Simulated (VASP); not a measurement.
**ZnS: single point with r2SCAN**

The system is ZnS.

```
CELL_PARAMETERS angstrom
3.80680 0.00000 0.00000
-1.90340 3.29679 0.00000
0.00000 0.00000 6.24658
ATOMIC_POSITIONS crystal
Zn 0.33333 0.66667 0.97207
Zn 0.66667 0.33333 0.47207
S 0.33333 0.66667 0.40293
S 0.66667 0.33333 0.90293
```

This cell differs from its parent crystal: atoms moved along the polar distortion.

| Property | Result |
| --- | --- |
| Program | VASP 6.6.1 |
| Task | single point |
| Functional | r2SCAN |
| Potentials or basis | VASP PAW PBE potentials, release 64 (Zn, S) |
| Cutoff | 520 eV |
| k mesh | 9 × 9 × 6 |
| Occupations | gaussian, width 0.01 eV |
| Spin | no spin polarisation |
| Dipole correction | no |
| Further INCAR settings | ALGO = Normal; EDIFF = 1e-07; NBANDS = 26 |

* Pressure: 2.9 GPa
* Largest force: 0.797 eV/Å
* Band gap on the k mesh: 2.98 eV

Forces on the atoms (eV/Å):
```
Zn   0.000  0.000  0.797
Zn   0.000  0.000  0.797
S    0.000  0.000 -0.797
S    0.000  0.000 -0.797
```

Stress tensor (GPa, compression positive):
```
 5.24  0.00  0.00
 0.00  5.24  0.00
 0.00  0.00 -1.79
```

Levels at points of the mesh, in eV from the valence-band top:
```
           k point  band 14  band 15  band 16  band 17  band 18  band 19  band 20  band 21  band 22  band 23
(0.00, 0.00, 0.00)    -0.74    -0.74    -0.09    -0.09     0.00     2.98     3.17     6.72     6.72     7.62
(0.00, 0.00, 0.50)    -2.49    -0.43    -0.43    -0.43    -0.43     3.85     3.85     7.07     7.07     7.07
```

It took 10 min on 1 thread of Intel Xeon 8259CL (shared host), peak memory 0.25 GiB.

Caveat: the cell differs from its parent crystal (atoms moved along the polar distortion); the stress differs along the axes, from -2 to 5 GPa; the PAW data sets were made with another functional, which shifts forces and pressure a little. A k mesh can miss the band edges.
